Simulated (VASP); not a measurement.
Input of a VASP 6.6.1 run:

The input INCAR:

```
  PREC = Accurate
  ENCUT = 520
  EDIFF = 1E-6
  ISMEAR = -1
  SIGMA = 0.05
  LREAL = False
  LASPH = True
  NELM = 60
  ALGO = Normal
  ISIF = 2
  LWAVE = False
  LCHARG = False
  GGA = PS
  NBANDS = 7
```

Contents of KPOINTS:

```
Automatic mesh
0
Gamma
  26 26 26
```

The input POSCAR:

```
Be
1.0
    0.0000000000      1.2385131518      1.2385131518
    1.2385131518      0.0000000000      1.2385131518
    1.2385131518      1.2385131518      0.0000000000
Be
1
Direct
    0.0000000000      0.0000000000      0.0000000000
```

Potentials or basis: VASP PAW PBE potentials, release 64 (Be).

Launch:

```bash
$ cat potpaw_PBE.64/Be/POTCAR > POTCAR
$ mpirun -np 1 vasp_std > vasp.out
```

(1) What does it give for the band gap on the k mesh?

(2) Estimate the pressure.

Results:

(1) zero (bands 1 and 2 overlap by 1.27 eV).

(2) 294.4 GPa.

Caveat: the cell stands under pressure; the PAW data sets were made with another functional, which shifts forces and pressure a little.
